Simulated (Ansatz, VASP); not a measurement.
**Two plane-wave programs on Mo**

```xyz
5
Lattice="2.7101 0.0000 0.0000 -0.9034 2.5551 0.0000 0.0000 0.0000 23.8510" Properties=species:S:1:pos:R:3 pbc="T T T"
Mo    0.9034    1.2775    7.5935
Mo    0.0000    0.0000    9.7014
Mo    0.9034    1.2775   11.9255
Mo    0.0000    0.0000   14.1496
Mo    0.9034    1.2775   16.2575
```

Alike in both runs: functional PBEsol; k mesh 13 × 13 × 1; occupations gaussian, width 0.1 eV; no spin polarisation.

Ansatz relaxed the structure, and its values are those at the end. VASP's run is a single point on that final structure, the one shown.

|  | VASP | Ansatz |
| --- | --- | --- |
| version | VASP 6.6.1 | Ansatz 0.2.0 |
| potentials or method | VASP PAW PBE potentials, release 64 (Mo_sv), cutoff 520 eV | scalar-relativistic, plane waves, PAW |
| valence electrons in the cell | 70 | 70 |

```tsv
	VASP	Ansatz	Ansatz less VASP
gap on the k mesh at the Fermi level (eV)	none	none	-
rms of the force components (eV/Å)	0.013	0.001	-0.0120
```

VASP's potentials were made for PBE, not for PBEsol. A gap of «none» marks a metal or a gap that the smearing closes. Ansatz's warnings: xc potential rough in thin density.
